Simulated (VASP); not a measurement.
Here is a VASP 6.6.1 calculation.

File INCAR:

```
ALGO     = Normal         # electronic algorithm
EDIFF    = 1E-6           # SCF threshold, eV
ENCUT    = 500            # plane-wave cutoff, eV
GGA      = PE             # functional
GGA_COMPAT= False        
ISIF     = 2              # what is computed and relaxed
ISMEAR   = 0              # smearing method
LASPH    = True           # aspherical terms in the spheres
LCHARG   = False          # write CHGCAR
LREAL    = False          # projectors in reciprocal space
LWAVE    = False          # write WAVECAR
NBANDS   = 15             # bands
NELM     = 120            # most SCF steps
PREC     = Accurate       # precision mode
SIGMA    = 0.01           # smearing width, eV
```

Contents of KPOINTS:

```
k-points
0
Gamma
  4 4 4
```

The input POSCAR:

```
SrTe
1.0
    0.0000000000      3.3526569095      3.3526569095
    3.3526569095      0.0000000000      3.3526569095
    3.3526569095      3.3526569095      0.0000000000
Sr Te
1 1
Direct
    0.0000000000      0.0000000000      0.0000000000
    0.5000000000      0.5000000000      0.5000000000
```

Potentials or basis: VASP PAW PBE potentials, release 64 (Sr_sv, Te).

Command:

```sh
$ cat potpaw_PBE.64/Sr_sv/POTCAR potpaw_PBE.64/Te/POTCAR > POTCAR
$ mpirun -np 1 vasp_std > vasp.out
```

(1) Estimate the band gap on the k mesh.

(2) What does it give for the pressure?

## Answers

(1) 1.74 eV, indirect (least direct gap 2.47 eV).

(2) 0.4 GPa.

Caveat: spin-orbit coupling is left out, which moves the levels of the heavy elements.
